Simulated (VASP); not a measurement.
Input of a VASP 6.6.1 run:

The input INCAR:

```
PREC = Accurate ; ENCUT = 520
EDIFF = 1E-8 ; ISMEAR = 1
SIGMA = 0.15 ; LREAL = F
LASPH = T ; NELM = 60
ALGO = Normal ; ISIF = 2
LWAVE = F ; LCHARG = F
LEFG = T ; NBANDS = 25
```

File KPOINTS:

```
regular mesh
0
Gamma
  7 7 9
```

The input POSCAR:

```
Ti
1.0
    4.6000000000      0.0000000000      0.0000000000
   -2.3000000000      3.9837168600      0.0000000000
    0.0000000000      0.0000000000      2.8200000000
Ti
3
Direct
    0.0000000000      0.0000000000      0.0000000000
    0.3333333300      0.6666666700      0.5000000000
    0.6666666700      0.3333333300      0.5000000000
```

Potentials or basis: VASP PAW LDA potentials, release 64 (Ti_sv).

Run with:

```console
$ cat potpaw_LDA.64/Ti_sv/POTCAR > POTCAR
$ mpirun -np 1 vasp_std > vasp.out
```

Problem. What does it give for the band gap on the k mesh?

Solution. Zero (bands 18 and 19 overlap by 0.23 eV).

Problem. Estimate the pressure.

Solution. -9.2 GPa.

Stress tensor (GPa, compression positive):
```
-9.87  0.00  0.00
 0.00 -9.87  0.00
 0.00  0.00 -7.91
```

Caveat: the cell stands under tension; without QUAD_EFG the Cq values of the log hold for a quadrupole moment of 1 mb, not for the nuclei.
